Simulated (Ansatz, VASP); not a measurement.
One calculation of CsPbCl3, two programs

```
CELL_PARAMETERS angstrom
5.67984 0.00000 0.00000
0.00000 5.67984 0.00000
0.00000 0.00000 5.67984
ATOMIC_POSITIONS crystal
Cs 0.00000 0.00000 0.00000
Pb 0.50000 0.50000 0.50000
Cl 0.00000 0.50000 0.50000
Cl 0.50000 0.00000 0.50000
Cl 0.50000 0.50000 0.00000
```

Alike in both runs: task relaxation of cell and atoms; functional PBE; k mesh 6 × 6 × 6; occupations gaussian, width 0.02 eV; no spin polarisation.

|  | VASP | Ansatz |
| --- | --- | --- |
| version | VASP 6.6.1 | Ansatz 0.2.0 |
| potentials or method | VASP PAW PBE potentials, release 64 (Cs_sv, Pb_d, Cl), cutoff 600 eV | scalar-relativistic, plane waves, PAW |
| valence electrons in the cell | 44 | 44 |

Ansatz gave:

```
gap on the k mesh at the Fermi level, each at its own relaxed structure (eV) : 2.21
relaxed volume (Å³/atom)                                                     : 37.71
relaxed cell length with the largest relative difference (Å)                 : 5.734
```

What did VASP give for the same quantities?

gap on the k mesh at the Fermi level, each at its own relaxed structure (eV): 2.22; relaxed volume (Å³/atom): 37.72; relaxed cell length with the largest relative difference (Å): 5.735.

Spin-orbit coupling is off throughout.
